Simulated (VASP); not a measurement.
# SnTe (F-43m) in VASP: further runs, part 2 of 2

VASP 6.6.1. The steps go on from the part before.

### 4 Relaxation of cell and atoms, PBEsol, target pressure 2 GPa, at which the enthalpy is minimised

This run uses another cell than the first one, of 47.09 Å³/atom, 1.060 times its volume.

INCAR

```
SYSTEM = SnTe
PREC = Accurate
ENCUT = 600
EDIFF = 1E-7
ISMEAR = -1
SIGMA = 0.05
LREAL = .False.
LASPH = .True.
NELM = 100
ALGO = Normal
ISIF = 3
LWAVE = .False.
LCHARG = .False.
GGA = PS
IBRION = 2
NSW = 60
EDIFFG = -0.01
PSTRESS = 20.0
```

KPOINTS

```
Automatic mesh
0
Gamma
  7 7 7
  0 0 0
```

POSCAR

```
SnTe
1.0
    0.0000000000      3.6111460000      3.6111460000
    3.6111460000      0.0000000000      3.6111460000
    3.6111460000      3.6111460000      0.0000000000
Te Sn
1 1
Direct
    0.2500000000      0.2500000000      0.2500000000
    0.0000000000      0.0000000000      0.0000000000
```

On the command line:

```bash
> cat potpaw_PBE.64/Te/POTCAR potpaw_PBE.64/Sn_d/POTCAR > POTCAR
> mpirun -np 1 vasp_std > vasp.out
```

Wall time 47 s (1 thread of Intel Xeon 6975P-C (Granite Rapids), shared host); peak memory 0.28 GiB.

It converged, with:

| Item | Value |
| --- | --- |
| Free energy | -7.5922 eV |
| Relaxed volume | 41.57 Å³/atom |
| Relaxed cell | a = 4.899 Å, b = 4.899 Å, c = 4.899 Å, α = 60.00°, β = 60.00°, γ = 60.00° |
| Space group after relaxing (to 0.05 Å) | F-43m (No. 216) |
| Energy change on relaxing (the enthalpy is what falls) | +5.5 meV/atom |
| Ionic steps | 3 |
| Pressure after relaxing | 2.0 GPa |
| Band gap on the k mesh | zero (band 10 reaches 4.07 eV, above the bottom of band 11 at 4.03 eV) |

The path:
| step | energy change (eV) | largest force (eV/Å) | pressure (GPa) | volume (Å³) |
| --- | --- | --- | --- | --- |
| 1 | 0.0000 | 0.0000 | -1.37 | 94.18 |
| 2 | 0.0380 | 0.0000 | 2.78 | 81.32 |
| 3 | 0.0110 | 0.0000 | 2.00 | 83.13 |

Final structure:
```
CELL_PARAMETERS angstrom
0.00000 3.46402 3.46402
3.46402 0.00000 3.46402
3.46402 3.46402 0.00000
ATOMIC_POSITIONS crystal
Te 0.25000 0.25000 0.25000
Sn 0.00000 0.00000 0.00000
```

Levels at points of the mesh, in eV from the Fermi level:
| k point | band 8 | band 9 | band 10 | band 11 | band 12 | band 13 |
| --- | --- | --- | --- | --- | --- | --- |
| (0.00, 0.00, 0.00) | -2.19 | -2.19 | -2.19 | 0.93 | 0.93 | 0.93 |

Caveat: the cell is relaxed towards a set pressure, so the enthalpy falls and the energy may rise; the PAW data sets were made with another functional, which shifts forces and pressure a little; spin-orbit coupling is left out, which moves the levels of the heavy elements.

### 5 Relaxation of cell and atoms, PBEsol, target pressure 5 GPa, at which the enthalpy is minimised

This run uses another cell than the first one, of 47.09 Å³/atom, 1.060 times its volume.

INCAR

```
SYSTEM = SnTe
  ALGO = Normal
  EDIFF = 1E-6
  EDIFFG = -0.01
  ENCUT = 600
  GGA = PS
  IBRION = 2
  ISIF = 3
  ISMEAR = -1
  LASPH = .True.
  LCHARG = .False.
  LREAL = .False.
  LWAVE = .False.
  NELM = 80
  NSW = 60
  PREC = Accurate
  PSTRESS = 50.0
  SIGMA = 0.05
```

KPOINTS

```
k-points
0
Gamma
  7 7 7
  0 0 0
```

POSCAR is that of step 4.

On the command line:

```bash
> cat potpaw_PBE.64/Te/POTCAR potpaw_PBE.64/Sn_d/POTCAR > POTCAR
> mpirun -np 1 vasp_std > vasp.out
```

It took 44 s on 1 thread of Intel Xeon 6975P-C (Granite Rapids), shared host; peak memory 0.29 GiB.

It converged, with:

```
Free energy                                            : -7.4628 eV
Relaxed volume                                         : 38.52 Å³/atom
Relaxed cell                                           : a = 4.776 Å, b = 4.776 Å, c = 4.776 Å, α = 60.00°, β = 60.00°, γ = 60.00°
Space group after relaxing (to 0.05 Å)                 : F-43m (No. 216)
Energy change on relaxing (the enthalpy is what falls) : +70.2 meV/atom
Ionic steps                                            : 3
Pressure after relaxing                                : 5.0 GPa
Band gap on the k mesh                                 : zero (band 10 reaches 4.88 eV, above the bottom of band 11 at 4.63 eV)
```

The path:
```
step  energy change (eV)  largest force (eV/Å)  pressure (GPa)  volume (Å³)
   1              0.0000                0.0000           -1.38        94.18
   2              0.4106                0.0000            9.32        70.86
   3              0.1404                0.0000            4.97        77.04
```

Final structure:
```yaml
crystal:
  lattice:
    - [0.00000, 3.37724, 3.37724]
    - [3.37724, 0.00000, 3.37724]
    - [3.37724, 3.37724, 0.00000]
  atoms:
    - { symbol: Te, position: [0.25000, 0.25000, 0.25000] }
    - { symbol: Sn, position: [0.00000, 0.00000, 0.00000] }
```

Levels at points of the mesh, in eV from the Fermi level:
```csv
k point,band 8,band 9,band 10,band 11,band 12,band 13
"(0.00, 0.00, 0.00)",-2.41,-2.41,-2.41,0.83,0.83,0.83
```

Caveat: the cell is relaxed towards a set pressure, so the enthalpy falls and the energy may rise; the volume moved by over 15 % at a fixed basis, so the end points are rough; the PAW data sets were made with another functional, which shifts forces and pressure a little; spin-orbit coupling is left out, which moves the levels of the heavy elements.

### 6 Single point, PBE-based screened hybrid

This run uses another cell than the first one, of 45.88 Å³/atom, 1.033 times its volume.

POSCAR

```
SnTe
1.0
    0.0000000000      3.5798769207      3.5798769207
    3.5798769207      0.0000000000      3.5798769207
    3.5798769207      3.5798769207      0.0000000000
Te Sn
1 1
Direct
    0.2500000000      0.2500000000      0.2500000000
    0.0000000000      0.0000000000      0.0000000000
```

INCAR.step1

```
SYSTEM = SnTe
ALGO = Normal
EDIFF = 1E-5
ENCUT = 520
GGA = PE
ISIF = 2
ISMEAR = -1
LASPH = .True.
LREAL = .False.
LWAVE = .True.
NBANDS = 17
NELM = 60
PREC = Accurate
SIGMA = 0.05
```

INCAR.step2

```
SYSTEM = SnTe
AEXX = 0.25
ALGO = Normal
EDIFF = 1E-6
ENCUT = 520
GGA = PE
HFSCREEN = 0.3
ISIF = 2
ISMEAR = -1
ISTART = 1
LASPH = .True.
LCHARG = .True.
LELF = .True.
LHFCALC = .True.
LREAL = .False.
LVHAR = .True.
LWAVE = .False.
NBANDS = 17
NELM = 60
PREC = Accurate
PRECFOCK = Normal
SIGMA = 0.05
```

KPOINTS

```
k-points
0
Gamma
  4 4 4
  0 0 0
```

Potentials or basis: VASP PAW PBE potentials, release 64 (Te, Sn_d).

On the command line:

```bash
> cat potpaw_PBE.64/Te/POTCAR potpaw_PBE.64/Sn_d/POTCAR > POTCAR
> cp INCAR.step1 INCAR
> mpirun -np 1 vasp_std > vasp.out
> cp INCAR.step2 INCAR
> mpirun -np 1 vasp_std > vasp.out
```

Wall time 19 min (1 thread of AMD EPYC 9R45 (Zen 5), shared host); peak memory 0.32 GiB.

It converged, with:

* Free energy: -8.1547 eV
* Pressure: -0.1 GPa
* Band gap on the k mesh: 0.17 eV, indirect (least direct gap 0.99 eV)

Levels at points of the mesh, in eV from the valence-band top:
```csv
k point,band 8,band 9,band 10,band 11,band 12,band 13
"(0.00, 0.00, 0.00)",-2.34,-2.34,-2.34,1.17,1.17,1.17
"(0.50, 0.00, 0.00)",-2.92,-2.92,-2.27,2.03,2.03,3.83
"(0.50, 0.50, 0.00)",-3.65,-3.65,-0.81,0.17,4.40,4.40
```

Caveat: the PAW data sets were made with another functional, which shifts forces and pressure a little; spin-orbit coupling is left out, which moves the levels of the heavy elements. A k mesh can miss the band edges.

### 7 The runs side by side

```csv
task,level,cell,k mesh,cutoff (eV),grid for exact exchange (PRECFOCK),share of exact exchange,screening parameter,gap on the mesh (eV),pressure (GPa)
single point,PBEsol,"a = 5.009 Å, angles 60.0°, 2 atoms",7 × 7 × 7,520,-,-,-,0.14,0.0
relaxation of cell and atoms,PBEsol,"relaxed from a = 5.107 Å, angles 60.0°, 2 atoms",7 × 7 × 7,600,-,-,-,0.14,0.0
relaxation of cell and atoms,PBEsol,"relaxed to 2 GPa from a = 5.107 Å, angles 60.0°, 2 atoms",7 × 7 × 7,600,-,-,-,none,2.0
relaxation of cell and atoms,PBEsol,"relaxed to 5 GPa from a = 5.107 Å, angles 60.0°, 2 atoms",7 × 7 × 7,600,-,-,-,none,5.0
single point,PBE-based screened hybrid,"a = 5.063 Å, angles 60.0°, 2 atoms",4 × 4 × 4,520,Normal,0.25,0.3 1/Å,0.17,-0.1
```

Alike in all rows: potentials or basis VASP PAW PBE potentials, release 64 (Te, Sn_d); no spin polarisation; smearing fermi-dirac 0.05 eV.

Caveats: the PAW data sets were made with another functional, which shifts forces and pressure a little; spin-orbit coupling is left out, which moves the levels of the heavy elements; the cell is relaxed towards a set pressure, so the enthalpy falls and the energy may rise (some runs); the volume moved by over 15 % at a fixed basis, so the end points are rough (some runs).

Total energies depend on the potentials used, so only differences within one code and one set of settings carry meaning.
